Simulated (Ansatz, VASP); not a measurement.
**One calculation of TiSi16, two programs**

```
Si Ti
1.0
     0.00000    5.43000    5.43000
     5.43000    0.00000    5.43000
     5.43000    5.43000    0.00000
Si Ti
16 1
Direct
  0.00313 0.99678 0.99693
  0.13695 0.12109 0.12114
  0.00356 0.99678 0.50350
  0.12308 0.12969 0.62396
  0.00348 0.50346 0.99691
  0.12307 0.62383 0.12984
  0.99950 0.50032 0.50047
  0.12318 0.62381 0.62394
  0.50002 0.99998 0.99993
  0.62076 0.12110 0.12113
  0.49597 0.99680 0.50358
  0.62096 0.12106 0.63697
  0.49595 0.50354 0.99693
  0.62092 0.63700 0.12108
  0.49611 0.50380 0.50377
  0.62885 0.62383 0.62394
  0.74972 0.25018 0.25024
```

Alike in both runs: functional PBE; k mesh 2 × 2 × 2; occupations fermi-dirac, width 0.05 eV; no spin polarisation.

Ansatz relaxed the structure, and its values are those at the end. VASP's run is a single point on that final structure, the one shown.

|  | VASP | Ansatz |
| --- | --- | --- |
| version | VASP 6.6.1 | Ansatz 0.2.0 |
| potentials or method | VASP PAW PBE potentials, release 64 (Si, Ti_sv), cutoff 520 eV | scalar-relativistic, plane waves, PAW |
| valence electrons in the cell | 76 | 76 |

```csv
,VASP,Ansatz,Ansatz less VASP
rms of the force components (eV/Å),0.007,0.009,+0.0013
```

The k mesh is coarse, so the values compare programs but aren't converged.
